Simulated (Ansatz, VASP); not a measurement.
# One calculation of W, two programs

```xyz
1
Lattice="0.0000 2.0027 2.0027 2.0027 0.0000 2.0027 2.0027 2.0027 0.0000" Properties=species:S:1:pos:R:3 pbc="T T T"
W     0.0000    0.0000    0.0000
```

Alike in both runs: functional PBE; dispersion D3(BJ); k mesh 18 × 18 × 18; occupations gaussian, width 0.1 eV; no spin polarisation.

Ansatz relaxed the structure, and its values are those at the end. VASP's run is a single point on that final structure, the one shown.

```csv
,VASP,Ansatz
version,VASP 6.6.1,Ansatz 0.2.0
potentials or method,"VASP PAW PBE potentials, release 64 (W_sv), cutoff 520 eV","scalar-relativistic, plane waves, PAW"
valence electrons in the cell,14,14
```

```tsv
	VASP	Ansatz	Ansatz less VASP
gap on the k mesh at the Fermi level (eV)	none	none	-
pressure (GPa)	0.6	0.0	-0.57
```

A gap of «none» marks a metal or a gap that the smearing closes.

Spin-orbit coupling is off throughout.
